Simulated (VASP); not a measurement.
CuF:

```
Cu F
1.0
     3.50866    0.00000    0.00000
    -1.75433    3.03859    0.00000
     0.00000    0.00000    5.08252
Cu F
2 2
Direct
  0.33333 0.66667 0.25000
  0.66667 0.33333 0.75000
  0.66667 0.33333 0.25000
  0.33333 0.66667 0.75000
```

Base run:

```yaml
Program: VASP 6.6.1
Functional: PBE
Potentials_or_basis: VASP PAW PBE potentials, release 64 (Cu, F)
Cutoff: 520 eV
k_mesh: 12 × 12 × 6
Occupations: fermi-dirac, width 0.02 eV
Spin: no spin polarisation
```

Its results: band gap on the k mesh zero (band 18 reaches 3.33 eV, above the bottom of band 19 at 3.29 eV); pressure 4.7 GPa.

Problem. The run is repeated on the same cell with these changes: functional from PBE to r2SCAN; k mesh from 12 × 12 × 6 to 12 × 12 × 4. What comes out?

Solution. Band gap on the k mesh zero (band 18 reaches 3.16 eV, above the bottom of band 19 at 3.12 eV); pressure 0.3 GPa.

Several settings changed at once, so the effect can't be laid on one alone.

Caveats: semilocal functionals often make such compounds metallic where correlation or magnetic order opens a gap, which also shifts bond lengths; the PAW data sets were made with another functional, which shifts forces and pressure a little (some runs).
